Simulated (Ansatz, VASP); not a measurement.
## CoNiSb in VASP and in Ansatz

```
Sb Ni Co
1.0
     4.24327    0.00000    0.00000
    -2.12164    3.67478    0.00000
     0.00000    0.00000    5.38024
Sb Ni Co
2 2 2
Direct
  0.33333 0.66667 0.25000
  0.66667 0.33333 0.75000
  0.33333 0.66667 0.75000
  0.66667 0.33333 0.25000
  0.00000 0.00000 0.00000
  0.00000 0.00000 0.50000
```

Alike in both runs: task single point; functional RPBE; k mesh 7 × 7 × 5; occupations gaussian, width 0.1 eV; collinear spin, ferromagnetic start.

|  | VASP | Ansatz |
| --- | --- | --- |
| version | VASP 6.6.1 | Ansatz 0.2.0 |
| potentials or method | VASP PAW PBE potentials, release 64 (Sb, Ni, Co) | Ansatz PAW |
| plane-wave cutoff (eV) | 500 | 420 |
| valence electrons in the cell | 48 | 100 |

|  | VASP | Ansatz | Ansatz less VASP |
| --- | --- | --- | --- |
| gap on the k mesh at the Fermi level (eV) | none | none | - |
| pressure (GPa) | 4.4 | 4.8 | +0.36 |
| traceless stress, the component that is largest in VASP (GPa) | -1.34 | -1.50 | -0.159 |
| net moment per atom (μB) | 0.32 | 0.32 | +0.006 |
| size of the moment on the site where the two differ most (μB) | 0.94 | 0.96 | +0.025 |

VASP's potentials were made for PBE, not for RPBE. Site moments also hang on the region over which each program counts them. A gap of «none» marks a metal or a gap that the smearing closes. VASP's potentials hold 48 valence electrons a cell and Ansatz's 100, so a difference there can come from the potentials and not from the codes.

Neither program's run includes spin-orbit coupling.
